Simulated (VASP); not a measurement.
# BiTe5 (F-43m) in VASP: a series of runs

BiTe5 is run at these levels: PBE; tasks: single point, relaxation of cell and atoms.

Program: VASP 6.6.1. These are calculated values, not measurements. Logs are shortened: lines on timing, memory, paths and dates and some standing lists are left out, and cuts for length are marked.

## 1. The cell of the first run

It takes space group F-43m (No. 216, cubic). The conventional cell has a = 9.003 Å, b = 9.003 Å, c = 9.003 Å, α = 90.00°, β = 90.00°, γ = 90.00°. Bi (site symmetry -43m) has 16 Te at 3.73 to 3.90 Å within 4.9 Å. Within 4.9 Å of Te (site symmetry -43m) lie 12 Te at 3.73 Å and 4 Bi at 3.90 Å. Te (site symmetry 3m) has 9 Te at 3.17 to 3.73 Å and 3 Bi at 3.73 Å within 4.2 Å.

## 2. Single point, PBE

INCAR reads:

```
SYSTEM = BiTe5
  PREC = Accurate
  ENCUT = 520
  EDIFF = 1E-6
  ISMEAR = 0
  SIGMA = 0.1
  LREAL = .False.
  LASPH = .True.
  NELM = 100
  ALGO = Normal
  ISIF = 2
  LWAVE = .False.
  LCHARG = .False.
  GGA = PE
  NBANDS = 32
```

KPOINTS reads:

```
Automatic mesh
0
Gamma
  8 8 8
  0 0 0
```

POSCAR reads:

```
BiTe5
1.0
    0.0000000000      4.5013807701      4.5013807701
    4.5013807701      0.0000000000      4.5013807701
    4.5013807701      4.5013807701      0.0000000000
Bi Te
1 5
Direct
    0.0000000000      0.0000000000      0.0000000000
    0.2500000000      0.2500000000      0.2500000000
    0.1261837925      0.6246054025      0.6246054025
    0.6246054025      0.6246054025      0.6246054025
    0.6246054025      0.1261837925      0.6246054025
    0.6246054025      0.6246054025      0.1261837925
```

Potentials or basis: VASP PAW PBE potentials, release 64 (Bi_d, Te).

Run with:

```bash
cat potpaw_PBE.64/Bi_d/POTCAR potpaw_PBE.64/Te/POTCAR > POTCAR
mpirun -np 1 vasp_std > vasp.out
```

OUTCAR:

```text
SYSTEM = BiTe5
   PREC = Accurate
   ENCUT = 520
   EDIFF = 1E-6
   ISMEAR = 0
   LREAL = .False.
   LASPH = .True.
   NELM = 100
   ISIF = 2
   GGA = PE

 ion  position               nearest neighbor table
   1  0.000  0.000  0.000-   3 3.73   5 3.73   6 3.73   4 3.73   4 3.73   4 3.73   3 3.73   6 3.73
                             5 3.73   3 3.73   5 3.73   6 3.73
   2  0.250  0.250  0.250-
   3  0.126  0.625  0.625-   4 3.17   5 3.17   6 3.17   5 3.19   6 3.19   4 3.19   1 3.73   1 3.73
                             1 3.73
   4  0.625  0.625  0.625-   3 3.17   5 3.17   6 3.17   3 3.19   5 3.19   6 3.19   1 3.73   1 3.73
                             1 3.73
   5  0.625  0.126  0.625-   3 3.17   4 3.17   6 3.17   3 3.19   6 3.19   4 3.19   1 3.73   1 3.73
                             1 3.73
   6  0.625  0.625  0.126-   3 3.17   4 3.17   5 3.17   5 3.19   3 3.19   4 3.19   1 3.73   1 3.73
                             1 3.73

  LATTYP: Found a face centered cubic cell.
 ALAT       =     9.0027615402

  Lattice vectors:

 A1 = (   0.0000000000,   4.5013807701,   4.5013807701)
 A2 = (   4.5013807701,   0.0000000000,   4.5013807701)
 A3 = (   4.5013807701,   4.5013807701,   0.0000000000)

Analysis of symmetry for initial positions (statically):
=====================================================================
 Subroutine PRICEL returns:
 Original cell was already a primitive cell.

 Routine SETGRP: Setting up the symmetry group for a
 face centered cubic supercell.

 Subroutine GETGRP returns: Found 24 space group operations
 (whereof 24 operations were pure point group operations)
 out of a pool of 48 trial point group operations.

The static configuration has the point symmetry T_d .

Analysis of symmetry for dynamics (positions and initial velocities):
=====================================================================
 Subroutine PRICEL returns:
 Original cell was already a primitive cell.

 Routine SETGRP: Setting up the symmetry group for a
 face centered cubic supercell.

 Subroutine GETGRP returns: Found 24 space group operations
 (whereof 24 operations were pure point group operations)
 out of a pool of 48 trial point group operations.

The dynamic configuration has the point symmetry T_d .

 Subroutine INISYM returns: Found 24 space group operations
 (whereof 24 operations are pure point group operations),
 and found     1 'primitive' translations

----------------------------------------------------------------------------------------

                                     Primitive cell

  volume of cell :     182.4178

  direct lattice vectors                    reciprocal lattice vectors
     0.000000000  4.501380770  4.501380770    -0.111077028  0.111077028  0.111077028
     4.501380770  0.000000000  4.501380770     0.111077028 -0.111077028  0.111077028
     4.501380770  4.501380770  0.000000000     0.111077028  0.111077028 -0.111077028

  length of vectors
     6.365913734  6.365913734  6.365913734     0.192391057  0.192391057  0.192391057

  position of ions in fractional coordinates (direct lattice)
     0.000000000  0.000000000  0.000000000
     0.250000000  0.250000000  0.250000000
     0.126183793  0.624605403  0.624605403
     0.624605403  0.624605403  0.624605403
     0.624605403  0.126183793  0.624605403
     0.624605403  0.624605403  0.126183793

  ion indices of the primitive-cell ions
   primitive index   ion index
                 1           1
                 2           2
                 3           3
                 4           4
                 5           5
                 6           6

----------------------------------------------------------------------------------------

 KPOINTS: Automatic mesh

Automatic generation of k-mesh.
 Grid dimensions read from file:
 generate k-points for:    8    8    8

 Generating k-lattice:

  Cartesian coordinates                     Fractional coordinates (reciprocal lattice)
    -0.013884629  0.013884629  0.013884629     0.125000000  0.000000000  0.000000000
     0.013884629 -0.013884629  0.013884629     0.000000000  0.125000000  0.000000000
     0.013884629  0.013884629 -0.013884629     0.000000000  0.000000000  0.125000000

  Length of vectors
     0.024048882  0.024048882  0.024048882

  Shift w.r.t. Gamma in fractional coordinates (k-lattice)
     0.000000000  0.000000000  0.000000000

 Subroutine IBZKPT returns following result:
 ===========================================

 Found     29 irreducible k-points:

 Following reciprocal coordinates:
            Coordinates               Weight
  0.000000  0.000000  0.000000      1.000000
  0.125000  0.000000  0.000000      8.000000
  0.250000  0.000000  0.000000      8.000000
  0.375000  0.000000  0.000000      8.000000
  0.500000  0.000000  0.000000      4.000000
  0.125000  0.125000  0.000000      6.000000
[... 16 lines left out ...]
  0.500000  0.250000  0.125000     48.000000
 -0.375000  0.250000  0.125000     24.000000
 [... further k-points ...]
   k-points           NKPTS =     29   k-points in BZ     NKDIM =     29   number of bands    NBANDS=     32
   number of dos      NEDOS =    301   number of ions     NIONS =      6
   total plane-waves  NPLWV = 110592
   dimension x,y,z NGX =    48 NGY =   48 NGZ =   48
   dimension x,y,z NGXF=    96 NGYF=   96 NGZF=   96
   ions per type =               1   5
   NGX,Y,Z   is equivalent  to a cutoff of  12.54, 12.54, 12.54 a.u.
   NGXF,Y,Z  is equivalent  to a cutoff of  25.07, 25.07, 25.07 a.u.
 SYSTEM =  BiTe5
   PREC   = accura    normal or accurate (medium, high low for compatibility)
   ISTART =      0    job   : 0-new  1-cont  2-samecut
   ICHARG =      2    charge: 1-file 2-atom 10-const
   ISPIN  =      1    spin polarized calculation?
   LNONCOLLINEAR =      F non collinear calculations
   LSORBIT =      F    spin-orbit coupling
   LASPH  =      T    aspherical Exc in radial PAW
   ENCUT  =  520.0 eV  38.22 Ry    6.18 a.u.  11.84 11.84 11.84*2*pi/ulx,y,z
   NELM   =    100;   NELMIN=  2; NELMDL= -5     # of ELM steps
   EDIFF  = 0.1E-05   stopping-criterion for ELM
   LREAL  =      F    real-space projection
   EDIFFG = 0.1E-04   stopping-criterion for IOM
   NSW    =      0    number of steps for IOM
   IBRION =     -1    ionic relax: 0-MD 1-quasi-New 2-CG
   NFREE  =      0    steps in history (QN), initial steepest desc. (CG)
   ISIF   =      2    stress and relaxation
   ISYM   =      2    0-nonsym 1-usesym 2-fastsym
   POTIM  = 0.5000    time-step for ionic-motion
   TEBEG  =    0.0;   TEEND  =   0.0 temperature during run
   PSTRESS=    0.0 pullay stress
   NELECT =      45.0000    total number of electrons
   NUPDOWN=      -1.0000    fix difference up-down
   EMIN   =  10.00;   EMAX   =-10.00  energy-range for DOS
   EFERMI =   0.00;   METHOD = LEGACY
   ISMEAR =     0;   SIGMA  =   0.10  broadening in eV -4-tet -1-fermi 0-gaus
   EFERMI_NEDOS =   21; number of points for ismear=-14 and -15
   IALGO  =     38    algorithm
   IMIX   =      4    mixing-type and parameters
     AMIX     =   0.40;   BMIX     =  1.00
     AMIX_MAG =   1.60;   BMIX_MAG =  1.00
  volume/ion in A,a.u.               =      30.40       205.17
  Fermi-wavevector in a.u.,A,eV,Ry     =   1.026731  1.940240 14.342937  1.054176
  Thomas-Fermi vector in A             =   2.160639
   LORBIT       =      0    0 simple, 1 ext, 2 COOP (PROOUT), +10 PAW based schemes
   GGA     = PE    functional components
   LHFCALC =     F    Hartree Fock is set to
   AEXX    =    0.0000 exact exchange contribution
   IVDW    =     0    specifies the selected vdW correction
   LEPSILON=     F    determine dielectric tensor
   LRPA    =     F    only Hartree local field effects (RPA)
 non-spin polarized calculation
 Gauss-broadening in eV      SIGMA  =   0.10
  energy-cutoff  :      520.00
  volume of cell :      182.42
 maximum number of plane-waves:      4957
   NGX = 23   NGY = 23   NGZ = 23

 number of electron      45.0000003 magnetization

 Free energy of the ion-electron system (eV)
  ---------------------------------------------------
  ext. energy  EPLUGINS =         0.00000000
  ---------------------------------------------------
  free energy    TOTEN  =       -16.67721284 eV

  energy without entropy =      -16.64102185  energy(sigma->0) =      -16.65911734

 E-fermi :   7.2717     XC(G=0):  -9.8638

 val. band max:        7.2613387834   @ k =  -0.2500   0.3750   0.1250
 cond. band min:       7.2768570058   @ k =   0.5000   0.2500   0.1250
 fundamental gap:      0.0155182224
 Fermi energy:         7.2716711234

 k-point     1 :       0.0000    0.0000    0.0000
  band No.  band energies     occupation
      1     -16.1202      2.00000
      2     -16.1202      2.00000
      3     -16.1174      2.00000
      4     -16.1174      2.00000
      5     -16.1174      2.00000
      6      -6.6887      2.00000
[... 24 lines left out ...]
     31      13.2796      0.00000
     32      13.2796      0.00000

 k-point     2 :       0.1250    0.0000    0.0000
  band No.  band energies     occupation
      1     -16.1202      2.00000
      2     -16.1202      2.00000
      3     -16.1174      2.00000
      4     -16.1174      2.00000
      5     -16.1174      2.00000
      6      -6.6196      2.00000
[... 24 lines left out ...]
     31      13.5347      0.00000
     32      13.5350      0.00000

 k-point     3 :       0.2500    0.0000    0.0000
  band No.  band energies     occupation
      1     -16.1202      2.00000
      2     -16.1202      2.00000
      3     -16.1174      2.00000
      4     -16.1173      2.00000
      5     -16.1173      2.00000
      6      -6.4200      2.00000
[... 24 lines left out ...]
     31      13.7998      0.00000
     32      13.8005      0.00000

 k-point     4 :       0.3750    0.0000    0.0000
  band No.  band energies     occupation
      1     -16.1202      2.00000
      2     -16.1202      2.00000
      3     -16.1174      2.00000
      4     -16.1173      2.00000
      5     -16.1173      2.00000
      6      -6.1293      2.00000
[... 654 lines left out ...]
     31      13.2386      0.00000
     32      13.9665      0.00000

 k-point    23 :       0.5000    0.2500    0.1250
  band No.  band energies     occupation
      1     -16.1203      2.00000
      2     -16.1202      2.00000
      3     -16.1174      2.00000
      4     -16.1173      2.00000
      5     -16.1172      2.00000
      6      -5.9542      2.00000
[... 24 lines left out ...]
     31      13.0896      0.00000
     32      13.5660      0.00000

 k-point    24 :      -0.3750    0.2500    0.1250
  band No.  band energies     occupation
      1     -16.1203      2.00000
      2     -16.1202      2.00000
      3     -16.1174      2.00000
      4     -16.1173      2.00000
      5     -16.1172      2.00000
      6      -5.7552      2.00000
[... 24 lines left out ...]
     31      12.8639      0.00000
     32      13.1756      0.00000

 [... further k-points ...]
[... 5 lines left out ...]
  --------------------------------------------------------------------------------------
  -------------------------------------------------------------------------------------
  Total       -0.0957777     -0.0957777     -0.0957777      0.0000000     -0.0000000      0.0000000
  in kB       -0.8412168     -0.8412168     -0.8412168      0.0000000     -0.0000000      0.0000000
  external PRESSURE =      -0.8412168 kB  Pullay stress =       0.0000000 kB

 VOLUME and BASIS-vectors are now :
 -----------------------------------------------------------------------------
  energy-cutoff  :      520.00
  volume of cell :      182.42
      direct lattice vectors                 reciprocal lattice vectors
     0.000000000  4.501380770  4.501380770    -0.111077028  0.111077028  0.111077028
     4.501380770  0.000000000  4.501380770     0.111077028 -0.111077028  0.111077028
     4.501380770  4.501380770  0.000000000     0.111077028  0.111077028 -0.111077028

 POSITION                                       TOTAL-FORCE (eV/Angst)
 -----------------------------------------------------------------------------------
      0.00000      0.00000      0.00000         0.000000      0.000000     -0.000000
      2.25069      2.25069      2.25069         0.000000      0.000000     -0.000000
      5.62317      3.37959      3.37959        -0.002019      0.002019      0.002019
      5.62317      5.62317      5.62317        -0.002019     -0.002019     -0.002019
      3.37959      5.62317      3.37959         0.002019     -0.002019      0.002019
      3.37959      3.37959      5.62317         0.002019      0.002019     -0.002019
 -----------------------------------------------------------------------------------
    total drift:                               -0.000000     -0.000000     -0.000000

  FREE ENERGIE OF THE ION-ELECTRON SYSTEM (eV)
  ---------------------------------------------------
  free  energy   TOTEN  =       -16.6772128420 eV

  energy  without entropy=      -16.6410218452  energy(sigma->0) =      -16.65911734
```

Wall time 1.8 min (1 thread of Intel Xeon Platinum 8488C (Sapphire Rapids), shared host); peak memory 0.4 GiB.

Results:

- Free energy: -16.6772 eV
- Pressure: -0.1 GPa
- Largest force: 0.003 eV/Å

Forces on the atoms (eV/Å):
```
Bi   0.000  0.000  0.000
Te   0.000  0.000  0.000
Te  -0.002  0.002  0.002
Te  -0.002 -0.002 -0.002
Te   0.002 -0.002  0.002
Te   0.002  0.002 -0.002
```

Levels at points of the mesh, in eV from the Fermi level:
| k point | band 21 | band 22 | band 23 | band 24 | band 25 | band 26 |
| --- | --- | --- | --- | --- | --- | --- |
| (0.00, 0.00, 0.00) | 0.70 | 0.70 | 0.70 | 1.38 | 1.38 | 1.38 |
| (0.50, 0.00, 0.00) | -1.21 | -0.04 | -0.04 | 0.47 | 1.36 | 1.36 |
| (0.50, 0.50, 0.00) | -1.71 | -0.60 | -0.10 | -0.10 | 0.02 | 0.61 |

Caveat: spin-orbit coupling is left out, which moves the levels of the heavy elements.

## 3. Relaxation of cell and atoms, PBE

INCAR reads:

```
  PREC = Accurate
  ENCUT = 600
  EDIFF = 1E-7
  ISMEAR = 0
  SIGMA = 0.1
  LREAL = F
  LASPH = T
  NELM = 100
  ALGO = Normal
  ISIF = 3
  LWAVE = F
  LCHARG = F
  GGA = PE
  IBRION = 2
  NSW = 100
  EDIFFG = -0.01
```

KPOINTS reads:

```
regular mesh
0
Gamma
  8 8 8
```

POSCAR is that of step 2.

Potentials or basis: VASP PAW PBE potentials, release 64 (Bi_d, Te).

Run with:

```bash
cat potpaw_PBE.64/Bi_d/POTCAR potpaw_PBE.64/Te/POTCAR > POTCAR
mpirun -np 1 vasp_std > vasp.out
```

It took 4.3 min on 1 thread of Intel Xeon Platinum 8488C (Sapphire Rapids), shared host; peak memory 0.49 GiB.

Results (log left out):

```
Free energy                            : -16.6772 eV
Relaxed volume                         : 30.34 Å³/atom
Relaxed cell                           : a = 6.362 Å, b = 6.362 Å, c = 6.362 Å, α = 60.00°, β = 60.00°, γ = 60.00°
Space group after relaxing (to 0.05 Å) : F-43m (No. 216)
Energy gained by relaxing              : 0.0 meV/atom
Ionic steps                            : 2
Pressure after relaxing                : 0.0 GPa
```

Final structure:
```
Bi Te
1.0
     0.00000    4.49828    4.49828
     4.49828    0.00000    4.49828
     4.49828    4.49828    0.00000
Bi Te
1 5
Direct
  0.00000 0.00000 0.00000
  0.25000 0.25000 0.25000
  0.12622 0.62459 0.62459
  0.62459 0.62459 0.62459
  0.62459 0.12622 0.62459
  0.62459 0.62459 0.12622
```

Levels at points of the mesh, in eV from the Fermi level:
```
           k point  band 21  band 22  band 23  band 24  band 25  band 26
(0.00, 0.00, 0.00)     0.71     0.71     0.71     1.38     1.38     1.38
(0.50, 0.00, 0.00)    -1.21    -0.04    -0.04     0.47     1.37     1.37
(0.50, 0.50, 0.00)    -1.72    -0.61    -0.10    -0.10     0.02     0.61
```

Caveat: spin-orbit coupling is left out, which moves the levels of the heavy elements.

[end of part 1 of 2]
